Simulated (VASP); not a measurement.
A run of VASP 6.6.1 is set up as follows.

File INCAR:

```
SYSTEM = AlN
PREC = Accurate
ENCUT = 520
EDIFF = 1E-6
ISMEAR = -1
SIGMA = 0.05
LREAL = .FALSE.
LASPH = .TRUE.
NELM = 100
ALGO = Normal
ISIF = 2
LWAVE = .FALSE.
LCHARG = .TRUE.
GGA = CA
LELF = .TRUE.
LVHAR = .TRUE.
NBANDS = 11
```

Contents of KPOINTS:

```
Automatic mesh
0
G
  11 11 11
  0 0 0
```

File POSCAR:

```
AlN
1.0
    0.0000000000      2.0208631053      2.0208631053
    2.0208631053      0.0000000000      2.0208631053
    2.0208631053      2.0208631053      0.0000000000
Al N
1 1
Direct
    0.5000000000      0.5000000000      0.5000000000
    0.0000000000      0.0000000000      0.0000000000
```

Potentials or basis: VASP PAW LDA potentials, release 64 (Al, N).

The run is started by

```console
$ cat potpaw_LDA.64/Al/POTCAR potpaw_LDA.64/N/POTCAR > POTCAR
$ mpirun -np 1 vasp_std > vasp.out
```

Problem. What does it give for the band gap on the k mesh?

Solution. 4.60 eV, indirect (least direct gap 5.79 eV).

Problem. Predict the pressure.

Solution. -5.5 GPa.

 A k mesh can miss the band edges.
